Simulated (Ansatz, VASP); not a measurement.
## TiAl: VASP beside Ansatz

```xyz
2
Lattice="3.1577 0.0000 0.0000 0.0000 3.1577 0.0000 0.0000 0.0000 3.1577" Properties=species:S:1:pos:R:3 pbc="T T T"
Ti    0.0000    0.0000    0.0000
Al    1.5789    1.5789    1.5789
```

Alike in both runs: task single point; functional r2SCAN; k mesh 8 × 8 × 8; occupations fermi-dirac, width 0.05 eV; no spin polarisation.

|  | VASP | Ansatz |
| --- | --- | --- |
| version | VASP 6.6.1 | Ansatz 0.2.0 |
| potentials or method | VASP PAW PBE potentials, release 64 (Ti_sv, Al) | Ansatz PAW |
| plane-wave cutoff (eV) | 520 | 500 |
| valence electrons in the cell | 15 | 15 |

```csv
,VASP,Ansatz,Ansatz less VASP
gap on the k mesh at the Fermi level (eV),none,none,-
pressure (GPa),1.8,1.8,-0.06
```

VASP's potentials were made for PBE, not for r2SCAN. A gap of «none» marks a metal or a gap that the smearing closes. With one functional, cell and mesh, what is left measures potentials, basis and numerics.
